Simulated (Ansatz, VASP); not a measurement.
# Cr in VASP and in Ansatz

INCAR

```
ALGO     = Normal         # electronic algorithm
EDIFF    = 1E-6           # SCF threshold, eV
ENCUT    = 520            # plane-wave cutoff, eV
GGA      = CA             # functional
ISIF     = 2              # what is computed and relaxed
ISMEAR   = -1             # smearing method
ISPIN    = 2              # spin polarisation
LASPH    = T              # aspherical terms in the spheres
LCHARG   = F              # write CHGCAR
LMAXMIX  = 4              # l up to which the mixer works
LORBIT   = 11             # projections on sites
LREAL    = F              # projectors in reciprocal space
LWAVE    = F              # write WAVECAR
MAGMOM   = 3 3 3 -3       # initial moments
NBANDS   = 36             # bands
NELM     = 150            # most SCF steps
PREC     = Accurate       # precision mode
SIGMA    = 0.03           # smearing width, eV
```

Contents of KPOINTS:

```
k-points
0
Gamma
  10 10 10
```

POSCAR

```
Cr
1.0
    2.7140000000      0.0000000000      0.0000000000
    0.0000000000      4.7007858918      0.0000000000
    1.3570000000      2.3503929459      4.4100000000
Cr
4
Direct
    0.8750000000      0.2083333334      0.2500000000
    0.3750000000      0.7083333334      0.2500000000
    0.1250000000      0.7916666666      0.7500000000
    0.6250000000      0.2916666666      0.7500000000
```

Input for Ansatz:

```yaml
crystal:
  lattice:
    - [2.714, 0.0, 0.0]
    - [0.0, 4.7007858918, 0.0]
    - [1.357, 2.3503929459, 4.41]
  atoms:
    - { symbol: Cr, position: [0.875, 0.2083333334, 0.25], spin: 3.0 }
    - { symbol: Cr, position: [0.375, 0.7083333334, 0.25], spin: 3.0 }
    - { symbol: Cr, position: [0.125, 0.7916666666, 0.75], spin: 3.0 }
    - { symbol: Cr, position: [0.625, 0.2916666666, 0.75], spin: -3.0 }
magnetization:
  spin_polarized: true
kpoints:
  mp_grid: { grid: [10, 10, 10] }
scf:
  occupations: { method: fermi_dirac, width: 0.03 }
  lower_state_search: "off"
hamiltonian:
  xc: lda
  pseudopotentials: { kind: all_electron, lapw: { basis_error: 0.0005 } }
output:
  forces: true
  stress: true
  eigenvalues: true
  populations: true
```

Alike in both runs: task single point; functional LDA; k mesh 10 × 10 × 10; occupations fermi-dirac, width 0.03 eV; collinear spin.

|  | VASP | Ansatz |
| --- | --- | --- |
| version | VASP 6.6.1 | Ansatz 0.2.0 |
| potentials or method | VASP PAW LDA potentials, release 64 (Cr_pv), cutoff 520 eV | all-electron LAPW, scalar-relativistic |

```tsv
	VASP	Ansatz	Ansatz less VASP
rms of the force components (eV/Å)	0.020	0.031	+0.0107
net moment per atom (μB)	0.25	0.00	-0.250
size of the moment on the site where the two differ most (μB)	0.30	1.27	+0.965
```

The net moments are unlike, so the other rows may belong to different states. LDA's correlation is that of Perdew and Zunger in VASP and of Perdew and Wang (1992) in Ansatz. Site moments also hang on the region over which each program counts them. Atom by atom the forces differ by 0.032 eV/Å (rms over components). Ansatz ran all-electron here, and VASP with PAW potentials.
